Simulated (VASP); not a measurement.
**GaAs3: relaxation of cell and atoms with LDA**

Crystal: GaAs3.

```
Ga As
1.0
     0.00000    3.44500    3.44500
     3.44500    0.00000    3.44500
     3.44500    3.44500    0.00000
Ga As
1 3
Direct
  0.00000 0.00000 0.00000
  0.50000 0.50000 0.50000
  0.25000 0.25000 0.25000
  0.75000 0.75000 0.75000
```

```yaml
Program: VASP 6.6.1
Task: relaxation of cell and atoms
Functional: LDA
Potentials_or_basis: VASP PAW LDA potentials, release 64 (Ga_d, As)
Cutoff: 500 eV
k_mesh: 5 × 5 × 5
Occupations: fermi-dirac, width 0.01 eV
Spin: no spin polarisation
Dipole_correction: no
Further_INCAR_settings: ALGO = Normal; EDIFF = 1e-07; IBRION = 2; EDIFFG = -0.02; NSW = 60; ISIF = 3
```

| Quantity | Value |
| --- | --- |
| Relaxed volume | 17.74 Å³/atom |
| Relaxed cell | a = 4.647 Å, b = 4.647 Å, c = 4.647 Å, α = 60.00°, β = 60.00°, γ = 60.00° |
| Space group after relaxing (to 0.1 Å) | Fm-3m (No. 225) |
| Energy gained by relaxing | 83.5 meV/atom |
| Ionic steps | 3 |
| Pressure after relaxing | 0.0 GPa |

The path:
```csv
step,energy change (eV),largest force (eV/Å),pressure (GPa),volume (Å³)
1,0.0000,0.0000,-8.05,81.77
2,-0.3315,0.0000,1.07,70.20
3,-0.3341,0.0000,0.04,70.95
```

Final structure:
```
CELL_PARAMETERS angstrom
0.00000 3.28586 3.28586
3.28586 0.00000 3.28586
3.28586 3.28586 0.00000
ATOMIC_POSITIONS crystal
Ga 0.00000 0.00000 0.00000
As 0.50000 0.50000 0.50000
As 0.25000 0.25000 0.25000
As 0.75000 0.75000 0.75000
```

Levels at points of the mesh, in eV from the Fermi level:
```
           k point  band 10  band 11  band 12  band 13  band 14  band 15  band 16  band 17  band 18
(0.00, 0.00, 0.00)    -3.01    -3.01    -2.81    -2.81    -2.81    -1.92    -0.65    -0.65    -0.65
```

Run time: 40 s on 1 thread of Intel(R) Xeon(R) Platinum 8488C (Sapphire Rapids), with other jobs on the host, peak memory 0.18 GiB.

Caveat: the highest band is partly filled, so the run has too few bands.
